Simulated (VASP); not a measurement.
# Ta2N (P-3m1) in VASP: further runs

Runs on Ta2N. Level: LDA. Tasks: single point.

Program: VASP 6.6.1. These are calculated values, not measurements. Logs are shortened: lines on timing, memory, paths and dates and some standing lists are left out, and cuts for length are marked.

### 1 The cell of the first run

Symmetry: P-3m1, No. 164, trigonal system. The conventional cell has a = 3.007 Å, b = 3.007 Å, c = 5.094 Å, α = 90.00°, β = 90.00°, γ = 120.00°. Ta (site symmetry 3m) has 3 N at 2.16 Å within 2.9 Å. N (site symmetry -3m) has 6 Ta at 2.16 Å within 2.9 Å.

### 2 Single point, LDA (volume 13.301 Å^3 an atom, c/a of the conventional cell 1.6940)

Contents of INCAR:

```
SYSTEM = Ta2N
PREC = Accurate
ENCUT = 520
EDIFF = 1E-7
ISMEAR = 0
SIGMA = 0.15
LREAL = .False.
LASPH = .True.
NELM = 80
ALGO = Normal
ISIF = 2
LWAVE = .False.
LCHARG = .False.
NBANDS = 20
```

Contents of KPOINTS:

```
Automatic mesh
0
Gamma
  18 18 10
  0 0 0
```

Contents of POSCAR:

```
Ta2N
1.0
    3.0073721263      0.0000000000      0.0000000000
   -1.5036860632      2.6044606600      0.0000000000
    0.0000000000      0.0000000000      5.0944883819
Ta N
2 1
Direct
    0.6666666667      0.3333333333      0.7466885012
    0.3333333333      0.6666666667      0.2533114988
    0.0000000000      0.0000000000      0.0000000000
```

Potentials or basis: VASP PAW LDA potentials, release 64 (Ta_pv, N).

Command:

```bash
$ cat potpaw_LDA.64/Ta_pv/POTCAR potpaw_LDA.64/N/POTCAR > POTCAR
$ mpirun -np 1 vasp_std > vasp.out
```

OUTCAR:

```text
SYSTEM = Ta2N
   PREC = Accurate
   ENCUT = 520
   EDIFF = 1E-7
   ISMEAR = 0
   LREAL = .False.
   LASPH = .True.
   NELM = 80
   ISIF = 2

 ion  position               nearest neighbor table
   1  0.667  0.333  0.747-   3 2.16   3 2.16   3 2.16   2 3.05   2 3.05   2 3.05   2 3.11   2 3.11
                             2 3.11
   2  0.333  0.667  0.253-   3 2.16   3 2.16   3 2.16   1 3.05   1 3.05   1 3.05   1 3.11   1 3.11
                             1 3.11
   3  0.000  0.000  0.000-   1 2.16   2 2.16   1 2.16   2 2.16   1 2.16   2 2.16

  LATTYP: Found a hexagonal cell.
 ALAT       =     3.0073721263
 C/A-ratio  =     1.6940000000

  Lattice vectors:

 A1 = (   3.0073721263,   0.0000000000,   0.0000000000)
 A2 = (  -1.5036860632,   2.6044606600,   0.0000000000)
 A3 = (   0.0000000000,   0.0000000000,   5.0944883819)

Analysis of symmetry for initial positions (statically):
=====================================================================
 Subroutine PRICEL returns:
 Original cell was already a primitive cell.

 Routine SETGRP: Setting up the symmetry group for a
 hexagonal supercell.

 Subroutine GETGRP returns: Found 12 space group operations
 (whereof 12 operations were pure point group operations)
 out of a pool of 24 trial point group operations.

The static configuration has the point symmetry D_3d.

Analysis of symmetry for dynamics (positions and initial velocities):
=====================================================================
 Subroutine PRICEL returns:
 Original cell was already a primitive cell.

 Routine SETGRP: Setting up the symmetry group for a
 hexagonal supercell.

 Subroutine GETGRP returns: Found 12 space group operations
 (whereof 12 operations were pure point group operations)
 out of a pool of 24 trial point group operations.

The dynamic configuration has the point symmetry D_3d.

 Subroutine INISYM returns: Found 12 space group operations
 (whereof 12 operations are pure point group operations),
 and found     1 'primitive' translations

----------------------------------------------------------------------------------------

                                     Primitive cell

  volume of cell :      39.9030

  direct lattice vectors                    reciprocal lattice vectors
     3.007372126  0.000000000  0.000000000     0.332516216  0.191978327  0.000000000
    -1.503686063  2.604460660  0.000000000     0.000000000  0.383956654  0.000000000
     0.000000000  0.000000000  5.094488382     0.000000000  0.000000000  0.196290564

  length of vectors
     3.007372126  3.007372126  5.094488382     0.383956654  0.383956654  0.196290564

  position of ions in fractional coordinates (direct lattice)
     0.666666667  0.333333333  0.746688501
     0.333333333  0.666666667  0.253311499
     0.000000000  0.000000000  0.000000000

  ion indices of the primitive-cell ions
   primitive index   ion index
                 1           1
                 2           2
                 3           3

----------------------------------------------------------------------------------------

 KPOINTS: Automatic mesh

Automatic generation of k-mesh.
 Grid dimensions read from file:
 generate k-points for:   18   18   10

 Generating k-lattice:

  Cartesian coordinates                     Fractional coordinates (reciprocal lattice)
     0.018473123  0.010665463  0.000000000     0.055555556  0.000000000  0.000000000
     0.000000000  0.021330925  0.000000000     0.000000000  0.055555556  0.000000000
     0.000000000  0.000000000  0.019629056     0.000000000  0.000000000  0.100000000

  Length of vectors
     0.021330925  0.021330925  0.019629056

  Shift w.r.t. Gamma in fractional coordinates (k-lattice)
     0.000000000  0.000000000  0.000000000

 Subroutine IBZKPT returns following result:
 ===========================================

 Found    330 irreducible k-points:

 Following reciprocal coordinates:
            Coordinates               Weight
  0.000000  0.000000  0.000000      1.000000
  0.055556 -0.000000  0.000000      6.000000
  0.111111 -0.000000  0.000000      6.000000
  0.166667 -0.000000  0.000000      6.000000
  0.222222 -0.000000  0.000000      6.000000
  0.277778  0.000000  0.000000      6.000000
[... 16 lines left out ...]
  0.333333  0.111111  0.000000     12.000000
  0.388889  0.111111  0.000000     12.000000
 [... further k-points ...]
   k-points           NKPTS =    330   k-points in BZ     NKDIM =    330   number of bands    NBANDS=     20
   number of dos      NEDOS =    301   number of ions     NIONS =      3
   total plane-waves  NPLWV =  23040
   dimension x,y,z NGX =    24 NGY =   24 NGZ =   40
   dimension x,y,z NGXF=    48 NGYF=   48 NGZF=   80
   ions per type =               2   1
   NGX,Y,Z   is equivalent  to a cutoff of  13.27, 13.27, 13.05 a.u.
   NGXF,Y,Z  is equivalent  to a cutoff of  26.53, 26.53, 26.11 a.u.
 SYSTEM =  Ta2N
   PREC   = accura    normal or accurate (medium, high low for compatibility)
   ISTART =      0    job   : 0-new  1-cont  2-samecut
   ICHARG =      2    charge: 1-file 2-atom 10-const
   ISPIN  =      1    spin polarized calculation?
   LNONCOLLINEAR =      F non collinear calculations
   LSORBIT =      F    spin-orbit coupling
   LASPH  =      T    aspherical Exc in radial PAW
   ENCUT  =  520.0 eV  38.22 Ry    6.18 a.u.   5.59  5.59  9.47*2*pi/ulx,y,z
   NELM   =     80;   NELMIN=  2; NELMDL= -5     # of ELM steps
   EDIFF  = 0.1E-06   stopping-criterion for ELM
   LREAL  =      F    real-space projection
   EDIFFG = 0.1E-05   stopping-criterion for IOM
   NSW    =      0    number of steps for IOM
   IBRION =     -1    ionic relax: 0-MD 1-quasi-New 2-CG
   NFREE  =      0    steps in history (QN), initial steepest desc. (CG)
   ISIF   =      2    stress and relaxation
   ISYM   =      2    0-nonsym 1-usesym 2-fastsym
   POTIM  = 0.5000    time-step for ionic-motion
   TEBEG  =    0.0;   TEEND  =   0.0 temperature during run
   PSTRESS=    0.0 pullay stress
   NELECT =      27.0000    total number of electrons
   NUPDOWN=      -1.0000    fix difference up-down
   EMIN   =  10.00;   EMAX   =-10.00  energy-range for DOS
   EFERMI =   0.00;   METHOD = LEGACY
   ISMEAR =     0;   SIGMA  =   0.15  broadening in eV -4-tet -1-fermi 0-gaus
   EFERMI_NEDOS =   21; number of points for ismear=-14 and -15
   IALGO  =     38    algorithm
   IMIX   =      4    mixing-type and parameters
     AMIX     =   0.40;   BMIX     =  1.00
     AMIX_MAG =   1.60;   BMIX_MAG =  1.00
  volume/ion in A,a.u.               =      13.30        89.76
  Fermi-wavevector in a.u.,A,eV,Ry     =   1.437234  2.715979 28.104771  2.065642
  Thomas-Fermi vector in A             =   2.556334
   LORBIT       =      0    0 simple, 1 ext, 2 COOP (PROOUT), +10 PAW based schemes
   GGA     = CA    functional components
   LHFCALC =     F    Hartree Fock is set to
   AEXX    =    0.0000 exact exchange contribution
   IVDW    =     0    specifies the selected vdW correction
   LEPSILON=     F    determine dielectric tensor
   LRPA    =     F    only Hartree local field effects (RPA)
 non-spin polarized calculation
 Gauss-broadening in eV      SIGMA  =   0.15
  energy-cutoff  :      520.00
  volume of cell :       39.90
 maximum number of plane-waves:      1099
 NGX is ok and might be reduce to    24
   NGX = 11   NGY = 11   NGZ = 19

 number of electron      26.9999997 magnetization

 Free energy of the ion-electron system (eV)
  ---------------------------------------------------
  ext. energy  EPLUGINS =         0.00000000
  ---------------------------------------------------
  free energy    TOTEN  =       -37.53638770 eV

  energy without entropy =      -37.52220526  energy(sigma->0) =      -37.52929648

 E-fermi :   7.4602     XC(G=0): -13.1710

 val. band max:        7.4581283460   @ k =   0.0000   0.1111   0.1000
 cond. band min:       7.4832977807   @ k =  -0.1111   0.5000   0.2000
 fundamental gap:      0.0251694347
 Fermi energy:         7.4601946154

 k-point     1 :       0.0000    0.0000    0.0000
  band No.  band energies     occupation
      1     -27.9524      2.00000
      2     -27.0701      2.00000
      3     -27.0701      2.00000
      4     -27.0479      2.00000
      5     -26.9830      2.00000
      6     -26.9830      2.00000
[... 12 lines left out ...]
     19       8.7490      0.00000
     20      12.6532      0.00000

 k-point     2 :       0.0556   -0.0000    0.0000
  band No.  band energies     occupation
      1     -27.9423      2.00000
      2     -27.0972      2.00000
      3     -27.0783      2.00000
      4     -27.0488      2.00000
      5     -27.0088      2.00000
      6     -26.9862      2.00000
[... 12 lines left out ...]
     19       9.0907      0.00000
     20      12.6355      0.00000

 k-point     3 :       0.1111   -0.0000    0.0000
  band No.  band energies     occupation
      1     -27.9127      2.00000
      2     -27.1724      2.00000
      3     -27.1013      2.00000
      4     -27.0833      2.00000
      5     -27.0534      2.00000
      6     -26.9961      2.00000
[... 12 lines left out ...]
     19       9.7732      0.00000
     20      12.5036      0.00000

 k-point     4 :       0.1667   -0.0000    0.0000
  band No.  band energies     occupation
      1     -27.8660      2.00000
      2     -27.2867      2.00000
      3     -27.1916      2.00000
      4     -27.1349      2.00000
      5     -27.0648      2.00000
      6     -27.0125      2.00000
[... 12 lines left out ...]
     19      10.6664      0.00000
     20      12.2652      0.00000

 k-point     5 :       0.2222   -0.0000    0.0000
  band No.  band energies     occupation
      1     -27.8062      2.00000
      2     -27.4254      2.00000
      3     -27.3196      2.00000
      4     -27.1745      2.00000
      5     -27.0817      2.00000
      6     -27.0339      2.00000
[... 12 lines left out ...]
     19      11.5345      0.00000
     20      12.0563      0.00000
[... 353 lines left out ...]
      6     -27.1023      2.00000
[... 12 lines left out ...]
     19      11.9954      0.00000
     20      12.4454      0.00000

 k-point    22 :       0.2778    0.1111    0.0000
  band No.  band energies     occupation
      1     -27.7272      2.00000
      2     -27.6215      2.00000
      3     -27.5735      2.00000
      4     -27.2834      2.00000
      5     -27.1487      2.00000
      6     -27.1325      2.00000
[... 12 lines left out ...]
     19      12.0567      0.00000
     20      12.9839      0.00000

 k-point    23 :       0.3333    0.1111    0.0000
  band No.  band energies     occupation
      1     -27.8133      2.00000
      2     -27.6638      2.00000
      3     -27.5484      2.00000
      4     -27.3267      2.00000
      5     -27.1810      2.00000
      6     -27.1590      2.00000
[... 12 lines left out ...]
     19      12.1555      0.00000
     20      12.9591      0.00000

 k-point    24 :       0.3889    0.1111    0.0000
  band No.  band energies     occupation
      1     -27.8752      2.00000
      2     -27.7092      2.00000
      3     -27.4973      2.00000
      4     -27.3546      2.00000
      5     -27.2124      2.00000
      6     -27.1759      2.00000
[... 12 lines left out ...]
     19      12.2808      0.00000
     20      12.6998      0.00000

 [... further k-points ...]
[... 5 lines left out ...]
  --------------------------------------------------------------------------------------
  -------------------------------------------------------------------------------------
  Total       -0.1435242     -0.1435242     -4.0873003      0.0000000      0.0000000      0.0000000
  in kB       -5.7627553     -5.7627553   -164.1124717      0.0000000      0.0000000      0.0000000
  external PRESSURE =     -58.5459941 kB  Pullay stress =       0.0000000 kB

 VOLUME and BASIS-vectors are now :
 -----------------------------------------------------------------------------
  energy-cutoff  :      520.00
  volume of cell :       39.90
      direct lattice vectors                 reciprocal lattice vectors
     3.007372126  0.000000000  0.000000000     0.332516216  0.191978327  0.000000000
    -1.503686063  2.604460660  0.000000000     0.000000000  0.383956654  0.000000000
     0.000000000  0.000000000  5.094488382     0.000000000  0.000000000  0.196290564

 POSITION                                       TOTAL-FORCE (eV/Angst)
 -----------------------------------------------------------------------------------
      1.50369      0.86815      3.80400        -0.000000      0.000000     -0.428908
     -0.00000      1.73631      1.29049        -0.000000     -0.000000      0.428908
      0.00000      0.00000      0.00000         0.000000      0.000000      0.000000
 -----------------------------------------------------------------------------------
    total drift:                                0.000000     -0.000000      0.000000

  FREE ENERGIE OF THE ION-ELECTRON SYSTEM (eV)
  ---------------------------------------------------
  free  energy   TOTEN  =       -37.5363876985 eV

  energy  without entropy=      -37.5222052611  energy(sigma->0) =      -37.52929648
```

Run time: 6.5 min. Hardware: 1 thread of AMD EPYC 7R13, shared host; peak memory 0.3 GiB.

Results:

```
Free energy   : -37.5364 eV
Pressure      : -5.9 GPa
Largest force : 0.429 eV/Å
```

Forces in eV/Å, atoms in the order of the input:
```
Ta   0.000  0.000 -0.429
Ta   0.000  0.000  0.429
N    0.000  0.000  0.000
```

Caveat: spin-orbit coupling is left out, which moves the levels of the heavy elements.

### 3 Single point, LDA (volume 13.301 Å^3 an atom, c/a of the conventional cell 1.5635)

Contents of INCAR:

```
ALGO = Normal
EDIFF = 1E-7
ENCUT = 520
GGA = CA
ISIF = 2
ISMEAR = 0
LASPH = T
LCHARG = F
LREAL = F
LWAVE = F
NBANDS = 20
NELM = 80
PREC = Accurate
SIGMA = 0.15
```

Contents of KPOINTS:

```
k-points
0
Gamma
  18 18 10
```

Contents of POSCAR:

```
Ta2N
1.0
    3.0888235714      0.0000000000      0.0000000000
   -1.5444117857      2.6749996806      0.0000000000
    0.0000000000      0.0000000000      4.8293503278
Ta N
2 1
Direct
    0.6666666667      0.3333333333      0.7466885012
    0.3333333333      0.6666666667      0.2533114988
    0.0000000000      0.0000000000      0.0000000000
```

Potentials or basis: VASP PAW LDA potentials, release 64 (Ta_pv, N).

Command:

```bash
$ cat potpaw_LDA.64/Ta_pv/POTCAR potpaw_LDA.64/N/POTCAR > POTCAR
$ mpirun -np 1 vasp_std > vasp.out
```

Wall time 5.5 min (1 thread of AMD EPYC 7R13, shared host); peak memory 0.3 GiB.

Results (log left out):

```
Free energy   : -37.6449 eV
Pressure      : -6.4 GPa
Largest force : 0.118 eV/Å
```

Forces in eV/Å, atoms in the order of the input:
```
Ta   0.000  0.000  0.118
Ta   0.000  0.000 -0.118
N    0.000  0.000  0.000
```

Stress tensor (GPa, compression positive):
```
-6.36  0.00  0.00
 0.00 -6.36  0.00
 0.00  0.00 -6.57
```

Levels at points of the mesh, in eV from the Fermi level:
| k point | band 11 | band 12 | band 13 | band 14 | band 15 | band 16 |
| --- | --- | --- | --- | --- | --- | --- |
| (0.00, 0.00, 0.00) | -4.74 | -0.67 | -0.26 | -0.26 | 0.26 | 0.26 |
| (0.50, 0.00, 0.00) | -4.62 | -2.53 | -1.27 | 1.87 | 1.96 | 3.79 |
| (0.00, 0.00, 0.50) | -2.80 | -2.56 | -1.17 | -1.17 | 1.86 | 2.16 |
| (0.50, 0.00, 0.50) | -3.34 | -2.04 | -2.02 | -0.16 | 0.79 | 3.33 |

Caveat: spin-orbit coupling is left out, which moves the levels of the heavy elements.

### 4 Single point, LDA (volume 13.301 Å^3 an atom, c/a of the conventional cell 1.4821)

Contents of INCAR:

```
SYSTEM = Ta2N
PREC = Accurate
ENCUT = 520
EDIFF = 1E-6
ISMEAR = 0
SIGMA = 0.15
LREAL = .FALSE.
LASPH = .TRUE.
NELM = 60
ALGO = Normal
ISIF = 2
LWAVE = .FALSE.
LCHARG = .FALSE.
NBANDS = 20
```

Contents of KPOINTS:

```
Automatic mesh
0
G
  18 18 10
  0 0 0
```

Contents of POSCAR:

```
Ta2N
1.0
    3.1443614976      0.0000000000      0.0000000000
   -1.5721807488      2.7230969355      0.0000000000
    0.0000000000      0.0000000000      4.6602581755
Ta N
2 1
Direct
    0.6666666667      0.3333333333      0.7466885012
    0.3333333333      0.6666666667      0.2533114988
    0.0000000000      0.0000000000      0.0000000000
```

Command:

```bash
$ cat potpaw_LDA.64/Ta_pv/POTCAR potpaw_LDA.64/N/POTCAR > POTCAR
$ mpirun -np 1 vasp_std > vasp.out
```

Wall time 5.6 min (1 thread of AMD EPYC 7R13, shared host); peak memory 0.3 GiB.

The run converged. Its results:

```yaml
Free_energy: -37.5925 eV
Pressure: -6.0 GPa
Largest_force: 0.492 eV/Å
```

Forces in eV/Å, atoms in the order of the input:
```
Ta   0.000  0.000  0.492
Ta   0.000  0.000 -0.492
N    0.000  0.000  0.000
```

Stress tensor (GPa, compression positive):
```
-10.15   0.00   0.00
  0.00 -10.15   0.00
  0.00   0.00   2.23
```

Levels at points of the mesh, in eV from the Fermi level:
```
           k point  band 9  band 10  band 11  band 12  band 13  band 14  band 15  band 16  band 17  band 18
(0.00, 0.00, 0.00)   -6.34    -6.34    -4.59    -0.22    -0.22    -0.14    -0.07    -0.07     0.44     1.27
(0.50, 0.00, 0.00)   -6.53    -6.28    -4.57    -2.62    -1.32     1.55     2.53     3.61     3.96     4.11
(0.00, 0.00, 0.50)   -6.56    -6.56    -2.38    -2.26    -1.38    -1.38     2.04     2.13     2.44     2.44
(0.50, 0.00, 0.50)   -6.50    -6.22    -3.10    -2.07    -2.02     0.15     0.63     2.93     3.24     3.84
```

Caveat: spin-orbit coupling is left out, which moves the levels of the heavy elements.

### 5 The runs side by side

```tsv
cell	gap on the mesh (eV)	pressure (GPa)	largest force (eV/Å)
a = 3.007, b = 3.007, c = 5.094 Å, angles 90.0, 90.0, 120.0°, 3 atoms	none	-5.9	0.43
a = 3.089, b = 3.089, c = 4.829 Å, angles 90.0, 90.0, 120.0°, 3 atoms	none	-6.4	0.12
a = 3.144, b = 3.144, c = 4.660 Å, angles 90.0, 90.0, 120.0°, 3 atoms	none	-6.0	0.49
```

Alike in all rows: task single point; level LDA; potentials or basis VASP PAW LDA potentials, release 64 (Ta_pv, N); no spin polarisation; k mesh 18 × 18 × 10; cutoff (eV) 520; smearing gaussian 0.15 eV.

Caveats: spin-orbit coupling is left out, which moves the levels of the heavy elements.

Total energies depend on the potentials used, so only differences within one code and one set of settings carry meaning.
